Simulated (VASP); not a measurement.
Input of a VASP 6.6.1 run:

INCAR

```
PREC = Accurate ; ENCUT = 520
EDIFF = 1E-6 ; ISMEAR = 0
SIGMA = 0.05 ; LREAL = False
LASPH = True ; NELM = 60
ALGO = Normal ; ISIF = 2
LWAVE = False ; LCHARG = True
GGA = PE ; IVDW = 12
LELF = True ; LVHAR = True
NBANDS = 20
```

File KPOINTS:

```
Automatic mesh
0
Gamma
  9 9 4
```

POSCAR

```
WSe2
1.0
    3.0276512555      0.0000000000      0.0000000000
   -1.5138256278      3.1899598483      0.0000000000
    0.0000000000      0.0000000000      6.6784566964
W Se
1 2
Direct
    0.0000000000      0.0000000000      0.0000000000
    0.3333333333      0.6666666667      0.2405528385
    0.3333333333      0.6666666667      0.7594471615
```

Potentials or basis: VASP PAW PBE potentials, release 64 (W_sv, Se).

The run is started by

```bash
$ cat potpaw_PBE.64/W_sv/POTCAR potpaw_PBE.64/Se/POTCAR > POTCAR
$ mpirun -np 1 vasp_std > vasp.out
```

Estimate the band gap on the k mesh.

1.04 eV (least direct gap 1.14 eV).

Predict the dispersion energy per atom.

-0.436 eV.

Estimate the largest force.

1.331 eV/Å.

What does it give for the pressure?

5.9 GPa.

Stress tensor (GPa, compression positive):
```
 19.62   0.00   0.00
  0.00 -11.22   0.00
  0.00   0.00   9.36
```

Caveat: the cell differs from its parent crystal (strain +e along x and -e along y -0.1000, strain +e along z and -e/2 along x and y -0.0467); the stress differs along the axes, from -11 to 20 GPa; spin-orbit coupling is left out, which moves the levels of the heavy elements; forces of over 1 eV/Å act on the atoms, so gaps and moduli don't describe the material at rest. A k mesh can miss the band edges.
